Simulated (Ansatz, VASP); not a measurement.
## One calculation of SnO, two programs

The input INCAR:

```
SYSTEM = SnO
ALGO = Normal ; EDIFF = 1E-8
ENCUT = 520 ; GGA = PS
ISIF = 2 ; ISMEAR = -1
LASPH = .TRUE. ; LCHARG = .FALSE.
LEFG = .TRUE. ; LREAL = .FALSE.
LWAVE = .FALSE. ; NBANDS = 28
NELM = 100 ; PREC = Accurate
SIGMA = 0.01
```

File KPOINTS:

```
k-points
0
G
  8 8 6
  0 0 0
```

The input POSCAR:

```
SnO
1.0
    3.7259600000      0.0000000000      0.0000000000
    0.0000000000      3.7259600000      0.0000000000
    0.0000000000      0.0000000000      4.8360000000
Sn O
2 2
Direct
    0.0000000000      0.5000000000      0.2385000000
    0.5000000000      0.0000000000      0.7615000000
    0.0000000000      0.0000000000      0.0000000000
    0.5000000000      0.5000000000      0.0000000000
```

Input for Ansatz:

```yaml
crystal:
  lattice:
    - [3.72596, 0.0, 0.0]
    - [0.0, 3.72596, 0.0]
    - [0.0, 0.0, 4.836]
  atoms:
    - { symbol: Sn, position: [0.0, 0.5, 0.2385] }
    - { symbol: Sn, position: [0.5, 0.0, 0.7615] }
    - { symbol: O, position: [0.0, 0.0, 0.0] }
    - { symbol: O, position: [0.5, 0.5, 0.0] }
kpoints:
  mp_grid: { grid: [8, 8, 6] }
scf:
  occupations: { method: fermi_dirac, width: 0.01 }
hamiltonian:
  xc: pbesol
  pseudopotentials: { kind: paw }
output:
  forces: true
  stress: true
  eigenvalues: true
  efg: { contact_densities: true }
```

Change from the starting cell: equal xx and yy strain of -2 %, PAW files.

Alike in both runs: task electric field gradients; functional PBEsol; k mesh 8 × 8 × 6; occupations fermi-dirac, width 0.01 eV; no spin polarisation.

|  | VASP | Ansatz |
| --- | --- | --- |
| version | VASP 6.6.1 | Ansatz 0.2.0 |
| potentials or method | VASP PAW PBE potentials, release 64 (Sn_d, O) | PAW with Ansatz's default frozen-core files, scalar-relativistic |
| plane-wave cutoff (eV) | 520 | 420 |
| valence electrons in the cell | 40 | 40 |

```tsv
	VASP	Ansatz	Ansatz less VASP
pressure (GPa)	4.8	4.5	-0.30
traceless stress, the component that is largest in VASP (GPa)	-2.01	-2.03	-0.028
rms of the force components (eV/Å)	0.271	0.231	-0.0396
size of Vzz on the site where it differs most (V/Å²)	173.5	184.0	+10.55
```

VASP's potentials were made for PBE, not for PBEsol. Atom by atom the forces differ by 0.040 eV/Å (rms over components).
